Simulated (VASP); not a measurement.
# TiO2 (I4_1/amd) in VASP: further runs

TiO2 is run at these levels: PBE, LDA; tasks: single point.

Everything below comes from runs of VASP 6.6.1. Logs are shortened: lines on timing, memory, paths and dates and some standing lists are left out, and cuts for length are marked.

## Step 1: The cell of the first run

Symmetry: I4_1/amd, No. 141, tetragonal system. Conventional cell: a = 3.783 Å, b = 3.783 Å, c = 9.615 Å, α = 90.00°, β = 90.00°, γ = 90.00°. Ti (site symmetry -4m2) has 6 O at 1.94 to 1.99 Å within 2.6 Å. O (site symmetry 2mm) has 3 Ti at 1.94 to 1.99 Å and 2 O at 2.46 Å within 2.6 Å.

## Step 2: Single point, PBE

INCAR

```
SYSTEM = TiO2
PREC = Accurate ; ENCUT = 520
EDIFF = 1E-6 ; ISMEAR = 0
SIGMA = 0.01 ; LREAL = .False.
LASPH = .True. ; NELM = 80
ALGO = Normal ; ISIF = 2
LWAVE = .False. ; LCHARG = .False.
GGA = PE ; NBANDS = 33
```

KPOINTS

```
regular mesh
0
Gamma
  6 6 8
  0 0 0
```

POSCAR

```
TiO2
1.0
   -1.8912700000      1.8912700000      4.8075110000
    1.8912700000     -1.8912700000      4.8075110000
    1.8912700000      1.8912700000     -4.8075110000
Ti O
2 4
Direct
    0.0000000000      0.0000000000      0.0000000000
    0.7500000000      0.2500000000      0.5000000000
    0.9571520000      0.4571520000      0.5000000000
    0.2071520000      0.2071520000      0.0000000000
    0.5428480000      0.0428480000      0.5000000000
    0.7928480000      0.7928480000      0.0000000000
```

Potentials or basis: VASP PAW PBE potentials, release 64 (Ti_sv, O).

On the command line:

```console
$ cat potpaw_PBE.64/Ti_sv/POTCAR potpaw_PBE.64/O/POTCAR > POTCAR
$ mpirun -np 1 vasp_std > vasp.out
```

OUTCAR:

```text
SYSTEM = TiO2
   PREC = Accurate
   ENCUT = 520
   EDIFF = 1E-6
   ISMEAR = 0
   LREAL = .False.
   LASPH = .True.
   NELM = 80
   ISIF = 2
   GGA = PE

 ion  position               nearest neighbor table
   1  0.000  0.000  0.000-   5 1.94   3 1.94   5 1.94   3 1.94   4 1.99   6 1.99
   2  0.750  0.250  0.500-   6 1.94   4 1.94   6 1.94   4 1.94   3 1.99   5 1.99
   3  0.957  0.457  0.500-   1 1.94   1 1.94   2 1.99
   4  0.207  0.207  0.000-   2 1.94   2 1.94   1 1.99
   5  0.543  0.043  0.500-   1 1.94   1 1.94   2 1.99
   6  0.793  0.793  0.000-   2 1.94   2 1.94   1 1.99

  LATTYP: Found a body centered tetragonal cell.
 ALAT       =     3.7825400000
 C/A-ratio  =     2.5419485319

  Lattice vectors:

 A1 = (  -1.8912700000,   1.8912700000,   4.8075110000)
 A2 = (   1.8912700000,  -1.8912700000,   4.8075110000)
 A3 = (   1.8912700000,   1.8912700000,  -4.8075110000)

Analysis of symmetry for initial positions (statically):
=====================================================================
 Subroutine PRICEL returns:
 Original cell was already a primitive cell.

 Routine SETGRP: Setting up the symmetry group for a
 body centered tetragonal supercell.

 Subroutine GETGRP returns: Found 16 space group operations
 (whereof  8 operations were pure point group operations)
 out of a pool of 16 trial point group operations.

The static configuration has the point symmetry D_2d.
 The point group associated with its full space group is D_4h.

Analysis of symmetry for dynamics (positions and initial velocities):
=====================================================================
 Subroutine PRICEL returns:
 Original cell was already a primitive cell.

 Routine SETGRP: Setting up the symmetry group for a
 body centered tetragonal supercell.

 Subroutine GETGRP returns: Found 16 space group operations
 (whereof  8 operations were pure point group operations)
 out of a pool of 16 trial point group operations.

The dynamic configuration has the point symmetry D_2d.
 The point group associated with its full space group is D_4h.

 Subroutine INISYM returns: Found 16 space group operations
 (whereof  8 operations are pure point group operations),
 and found     1 'primitive' translations

----------------------------------------------------------------------------------------

                                     Primitive cell

  volume of cell :      68.7840

[... 120 lines left out ...]
   EDIFFG = 0.1E-04   stopping-criterion for IOM
   NSW    =      0    number of steps for IOM
   IBRION =     -1    ionic relax: 0-MD 1-quasi-New 2-CG
   NFREE  =      0    steps in history (QN), initial steepest desc. (CG)
   ISIF   =      2    stress and relaxation
   ISYM   =      2    0-nonsym 1-usesym 2-fastsym
   POTIM  = 0.5000    time-step for ionic-motion
   TEBEG  =    0.0;   TEEND  =   0.0 temperature during run
   PSTRESS=    0.0 pullay stress
   NELECT =      48.0000    total number of electrons
   NUPDOWN=      -1.0000    fix difference up-down
   EMIN   =  10.00;   EMAX   =-10.00  energy-range for DOS
   EFERMI =   0.00;   METHOD = LEGACY
   ISMEAR =     0;   SIGMA  =   0.01  broadening in eV -4-tet -1-fermi 0-gaus
   EFERMI_NEDOS =   21; number of points for ismear=-14 and -15
   IALGO  =     38    algorithm
   IMIX   =      4    mixing-type and parameters
     AMIX     =   0.40;   BMIX     =  1.00
     AMIX_MAG =   1.60;   BMIX_MAG =  1.00
  volume/ion in A,a.u.               =      11.46        77.36
  Fermi-wavevector in a.u.,A,eV,Ry     =   1.452088  2.744048 28.688676  2.108558
  Thomas-Fermi vector in A             =   2.569510
   LORBIT       =      0    0 simple, 1 ext, 2 COOP (PROOUT), +10 PAW based schemes
   GGA     = PE    functional components
   LHFCALC =     F    Hartree Fock is set to
   AEXX    =    0.0000 exact exchange contribution
   IVDW    =     0    specifies the selected vdW correction
   LEPSILON=     F    determine dielectric tensor
   LRPA    =     F    only Hartree local field effects (RPA)
 non-spin polarized calculation
 Gauss-broadening in eV      SIGMA  =   0.01
  energy-cutoff  :      520.00
  volume of cell :       68.78
 maximum number of plane-waves:      1872
 NGX is ok and might be reduce to    42
   NGX = 21   NGY = 21   NGZ = 21

 number of electron      47.9999994 magnetization

 Free energy of the ion-electron system (eV)
  ---------------------------------------------------
  ext. energy  EPLUGINS =         0.00000000
  ---------------------------------------------------
  free energy    TOTEN  =       -53.84620333 eV

  energy without entropy =      -53.84620333  energy(sigma->0) =      -53.84620333

 E-fermi :   3.4491     XC(G=0): -10.6839

 val. band max:        3.2781602103   @ k =   0.0000   0.0000   0.3750
 cond. band min:       5.4317113242   @ k =   0.0000   0.0000   0.0000
 fundamental gap:      2.1535511139
 Fermi energy:         3.4490969635

 k-point     1 :       0.0000    0.0000    0.0000
  band No.  band energies     occupation
      1     -53.1004      2.00000
      2     -53.0442      2.00000
      3     -29.5523      2.00000
      4     -29.3205      2.00000
      5     -29.3205      2.00000
      6     -29.2538      2.00000
[... 853 lines left out ...]
     32       9.2122      0.00000
     33       9.7327      0.00000

 [... further k-points ...]

------------------------ aborting loop because EDIFF is reached ----------------------------------------

  FORCE on cell =-STRESS in cart. coord.  units (eV):
  Direction    XX          YY          ZZ          XY          YZ          ZX
  --------------------------------------------------------------------------------------
  -------------------------------------------------------------------------------------
  Total        1.7457193      1.7457193      1.8133277      0.0000000      0.0000000      0.0000000
  in kB       40.6628337     40.6628337     42.2376292      0.0000000      0.0000000      0.0000000
  external PRESSURE =      41.1877655 kB  Pullay stress =       0.0000000 kB

 VOLUME and BASIS-vectors are now :
 -----------------------------------------------------------------------------
  energy-cutoff  :      520.00
  volume of cell :       68.78
      direct lattice vectors                 reciprocal lattice vectors
    -1.891270000  1.891270000  4.807511000     0.000000000  0.264372617  0.104003922
     1.891270000 -1.891270000  4.807511000     0.264372617  0.000000000  0.104003922
     1.891270000  1.891270000 -4.807511000     0.264372617  0.264372617  0.000000000

 POSITION                                       TOTAL-FORCE (eV/Angst)
 -----------------------------------------------------------------------------------
      0.00000      0.00000      0.00000         0.000000      0.000000     -0.000000
      0.00000      1.89127      2.40376         0.000000      0.000000      0.000000
      0.00000      1.89127      4.39553        -0.000000     -0.000000      0.067736
      0.00000      0.00000      1.99177         0.000000      0.000000      0.067736
      0.00000      1.89127      0.41198        -0.000000     -0.000000     -0.067736
      0.00000      0.00000      7.62325        -0.000000     -0.000000     -0.067736
 -----------------------------------------------------------------------------------
    total drift:                               -0.000000      0.000000      0.000000

  FREE ENERGIE OF THE ION-ELECTRON SYSTEM (eV)
  ---------------------------------------------------
  free  energy   TOTEN  =       -53.8462033332 eV

  energy  without entropy=      -53.8462033332  energy(sigma->0) =      -53.84620333
```

Wall time 5.2 min (1 thread of Intel Xeon Platinum 8488C (Sapphire Rapids), shared host); peak memory 0.34 GiB.

What came out:

```yaml
Free_energy: -53.8462 eV
Pressure: 4.1 GPa
Largest_force: 0.068 eV/Å
Band_gap_on_the_k_mesh: 2.15 eV (least direct gap 2.55 eV)
```

Forces on the atoms (eV/Å):
```
Ti   0.000  0.000  0.000
Ti   0.000  0.000  0.000
O    0.000  0.000  0.068
O    0.000  0.000  0.068
O    0.000  0.000 -0.068
O    0.000  0.000 -0.068
```

Stress tensor (GPa, compression positive):
```
4.07 0.00 0.00
0.00 4.07 0.00
0.00 0.00 4.22
```

Caveat: the cell stands under pressure. A k mesh can miss the band edges.

## Step 3: Single point, LDA

INCAR

```
PREC = Accurate ; ENCUT = 520
EDIFF = 1E-7 ; ISMEAR = 0
SIGMA = 0.01 ; LREAL = F
LASPH = T ; NELM = 80
ALGO = Normal ; ISIF = 2
LWAVE = F ; LCHARG = F
GGA = CA ; NBANDS = 33
```

KPOINTS

```
Automatic mesh
0
Gamma
  6 6 8
```

POSCAR is that of step 2.

Potentials or basis: VASP PAW LDA potentials, release 64 (Ti_sv, O).

On the command line:

```console
$ cat potpaw_LDA.64/Ti_sv/POTCAR potpaw_LDA.64/O/POTCAR > POTCAR
$ mpirun -np 1 vasp_std > vasp.out
```

Run time: 5.4 min. Hardware: 1 thread of Intel Xeon Platinum 8488C (Sapphire Rapids), shared host; peak memory 0.3 GiB.

Results (log left out):

```
Free energy            : -58.7889 eV
Pressure               : -7.2 GPa
Largest force          : 0.136 eV/Å
Band gap on the k mesh : 2.05 eV (least direct gap 2.46 eV)
```

Forces on the atoms (eV/Å):
```
Ti   0.000  0.000  0.000
Ti   0.000  0.000  0.000
O    0.000  0.000 -0.136
O    0.000  0.000 -0.136
O    0.000  0.000  0.136
O    0.000  0.000  0.136
```

Stress tensor (GPa, compression positive):
```
-7.07  0.00  0.00
 0.00 -7.07  0.00
 0.00  0.00 -7.31
```

Levels at points of the mesh, in eV from the valence-band top:
```tsv
k point	band 21	band 22	band 23	band 24	band 25	band 26	band 27	band 28
(0.00, 0.00, 0.00)	-0.77	-0.76	-0.42	-0.42	2.05	2.78	3.97	3.97
(0.50, 0.00, 0.00)	-1.94	-0.92	-0.82	-0.61	3.18	3.50	3.52	3.58
(0.50, 0.50, 0.00)	-2.05	-2.05	-0.01	-0.01	3.25	3.25	3.75	3.75
(0.50, 0.50, 0.50)	-1.24	-1.24	-0.08	-0.08	2.40	2.40	3.72	3.72
```

Caveat: the cell stands under tension.
